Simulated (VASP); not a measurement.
Crystal: La2Ga4Cu.

```
La Cu Ga
1.0
     0.00000    4.59156    0.00000
     4.59156    0.00000    0.00000
     2.29578    2.29578   -7.14495
La Cu Ga
2 1 4
Direct
  0.35100 0.35100 0.29800
  0.64900 0.64900 0.70200
  0.00000 0.00000 0.00000
  0.50000 0.00000 0.00000
  0.00000 0.50000 0.00000
  0.75000 0.25000 0.50000
  0.25000 0.75000 0.50000
```

```yaml
Program: VASP 6.6.1
Task: relaxation of cell and atoms
Functional: PBEsol
Potentials_or_basis: VASP PAW PBE potentials, release 64 (La, Cu, Ga_d)
Cutoff: 600 eV
k_mesh: 4 × 4 × 4
Occupations: fermi-dirac, width 0.1 eV
Spin: no spin polarisation
```

At the start: pressure 10.7 GPa; volume 21.52 Å³/atom.

Task: Where does the relaxation end?

Result: Over 15 steps the energy falls by 192.3 meV/atom and the volume is 24.67 Å³/atom (+14.6 %); space group I4/mmm (No. 139, to 0.1 Å) before and after.

The path:
```tsv
step	energy change (eV)	largest force (eV/Å)	pressure (GPa)	volume (Å³)
1	0.0000	3.0226	10.72	150.63
2	-0.9589	0.7103	-3.52	184.25
3	-1.0338	1.0516	-1.27	175.60
4	-1.1586	0.6958	-0.57	172.62
5	-1.2380	0.0605	0.91	168.14
6	-1.2747	0.0896	0.00	171.13
7	-1.2856	0.2454	-0.92	174.54
8	-1.3116	0.2678	-0.63	173.95
9	-1.3325	0.3196	0.15	172.49
10	-1.3329	0.3132	0.05	172.67
11	-1.3414	0.1846	-0.04	172.86
12	-1.3459	0.0082	-0.14	173.14
13	-1.3459	0.0074	-0.13	173.11
14	-1.3460	0.0006	0.08	172.42
15	-1.3461	0.0035	-0.01	172.69
```

Final structure:
```xyz
7
Lattice="0.0000 4.5933 0.0000 4.5933 0.0000 0.0000 2.2967 2.2967 -8.1848" Properties=species:S:1:pos:R:3 pbc="T T T"
La    2.2967    2.2967   -2.1128
La    4.5933    4.5933   -6.0720
Cu    0.0000    0.0000    0.0000
Ga    0.0000    2.2967    0.0000
Ga    2.2967    0.0000    0.0000
Ga    2.2967    4.5933   -4.0924
Ga    4.5933    2.2967   -4.0924
```

Caveat: the PAW data sets were made with another functional, which shifts forces and pressure a little.
